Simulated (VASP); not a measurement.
Write the native input for VASP 6.6.1 that does the following.

* Task: single point
* Functional: PBEsol
* Potentials or basis: VASP PAW PBE potentials, release 64 (Ta_pv)
* Cutoff: 520 eV
* k mesh: 14 × 14 × 7
* Occupations: methfessel-paxton, width 0.15 eV
* Spin: no spin polarisation
* Dipole correction: no
* Further INCAR settings: ALGO = Normal; EDIFF = 1e-07; NBANDS = 18

The structure of Ta lies in POSCAR:

```
Ta
1.0
    2.8278627682      0.0000000000      0.0000000000
   -1.4139313890      2.4490010025      0.0000000000
    0.0000000000      0.0000000000      5.4346077581
Ta
2
Direct
    0.6666666667      0.3333333333      0.7500000000
    0.3333333333      0.6666666667      0.2500000000
```

This isn't the form of Ta at room conditions, which is bcc.

One way to write it, as run:

INCAR

```
SYSTEM = Ta
  PREC = Accurate
  ENCUT = 520
  EDIFF = 1E-7
  ISMEAR = 1
  SIGMA = 0.15
  LREAL = .False.
  LASPH = .True.
  NELM = 80
  ALGO = Normal
  ISIF = 2
  LWAVE = .False.
  LCHARG = .False.
  GGA = PS
  NBANDS = 18
```

KPOINTS

```
Automatic mesh
0
Gamma
  14 14 7
  0 0 0
```

Potentials or basis: VASP PAW PBE potentials, release 64 (Ta_pv).

Command:

```console
$ cat potpaw_PBE.64/Ta_pv/POTCAR > POTCAR
$ mpirun -np 1 vasp_std > vasp.out
```

It gave:

* Pressure: -5.0 GPa
* Band gap on the k mesh: zero (bands 11 and 12 overlap by 1.86 eV)

Caveat: the cell stands under tension; the PAW data sets were made with another functional, which shifts forces and pressure a little; spin-orbit coupling is left out, which moves the levels of the heavy elements.

Wall time 100 s on 1 thread of Intel Xeon 8259CL (shared host), peak memory 0.2 GiB.
